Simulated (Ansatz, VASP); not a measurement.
# One calculation of ZrSc3F2, two programs

```
CELL_PARAMETERS angstrom
4.50408 0.00000 0.00000
0.00000 4.50408 0.00000
0.00000 0.00000 5.59339
ATOMIC_POSITIONS crystal
Zr 0.00000 0.00000 0.03569
Sc 0.50000 0.50000 0.14755
Sc 0.00000 0.00000 0.55404
Sc 0.50000 0.50000 0.70814
F 0.50000 0.00000 0.55244
F 0.00000 0.50000 0.55244
```

Alike in both runs: task relaxation of cell and atoms; functional PBE; k mesh 4 × 4 × 4; occupations gaussian, width 0.1 eV; no spin polarisation.

|  | VASP | Ansatz |
| --- | --- | --- |
| version | VASP 6.6.1 | Ansatz 0.2.0 |
| potentials or method | VASP PAW PBE potentials, release 64 (Zr_sv, Sc_sv, F), cutoff 600 eV | scalar-relativistic, plane waves, PAW |
| valence electrons in the cell | 59 | 59 |

|  | VASP | Ansatz | Ansatz less VASP |
| --- | --- | --- | --- |
| gap on the k mesh at the Fermi level, each at its own relaxed structure (eV) | none | none | - |
| relaxed volume (Å³/atom) | 18.06 | 18.20 | +0.140 |
| relaxed cell length with the largest relative difference (Å) | 7.607 | 8.118 | +0.5112 |

A gap of «none» marks a metal or a gap that the smearing closes. One of these differences is far larger than is usual between the two programs; its cause wasn't traced.
